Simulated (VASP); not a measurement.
Write the native input for VASP 6.6.1 that does the following.

- Task: single point
- Functional: PBE
- Dispersion: D3(BJ)
- Potentials or basis: VASP PAW PBE potentials, release 64 (N, B)
- Cutoff: 520 eV
- k mesh: 6 × 8 × 1
- Occupations: gaussian, width 0.05 eV
- Spin: no spin polarisation
- Dipole correction: yes
- Further INCAR settings: ALGO = Normal; EDIFF = 1e-06; NBANDS = 42

The structure of B3N4 lies in POSCAR:

```
B3N4
1.0
    5.0107822389      0.0000000000      0.0000000000
   -1.2526955597      3.3759068817      0.0000000000
    0.0000000000      0.0000000000     23.4409409452
N B
8 6
Direct
    0.0225224603      0.0900898411      0.1706416141
    0.5225224603      0.0900898411      0.1706416141
    0.3069455752      0.2277823008      0.2610541488
    0.8069455752      0.2277823008      0.2610541488
    0.0866484587      0.3466275527      0.3533460338
    0.5866484587      0.3466275527      0.3533460338
    0.7187108248      0.6248772852      0.5051393190
    0.7187108248      0.6248772852      0.5520657629
    0.2842051402      0.1368205610      0.2007528062
    0.7842051402      0.1368205610      0.2007528062
    0.0673540684      0.2694189847      0.2895469474
    0.5673540684      0.2694189847      0.2895469474
    0.3437108248      0.3748772852      0.3814241487
    0.8437108248      0.3748772852      0.3814241487
```

The input as run:

INCAR

```
SYSTEM = B3N4
  PREC = Accurate
  ENCUT = 520
  EDIFF = 1E-6
  ISMEAR = 0
  SIGMA = 0.05
  LREAL = .False.
  LASPH = .True.
  NELM = 100
  ALGO = Normal
  ISIF = 2
  LWAVE = .False.
  LCHARG = .False.
  LDIPOL = .True.
  IDIPOL = 3
  DIPOL = 0.5 0.5 0.312
  GGA = PE
  IVDW = 12
  NBANDS = 42
```

KPOINTS

```
regular mesh
0
Gamma
  6 8 1
  0 0 0
```

Potentials or basis: VASP PAW PBE potentials, release 64 (N, B).

Run with:

```console
$ cat potpaw_PBE.64/N/POTCAR potpaw_PBE.64/B/POTCAR > POTCAR
$ mpirun -np 1 vasp_std > vasp.out
```

It gave:

| Item | Value |
| --- | --- |
| Largest force | 4.071 eV/Å |
| Band gap on the k mesh | zero (bands 29 and 30 overlap by 0.35 eV) |
| Dispersion energy per atom | -0.103 eV |

Caveat: the standard files for N, O and F lose accuracy on very short bonds.

It took 9.7 min on 1 thread of Intel(R) Xeon(R) 6975P-C (Granite Rapids) (shared host), peak memory 0.66 GiB.
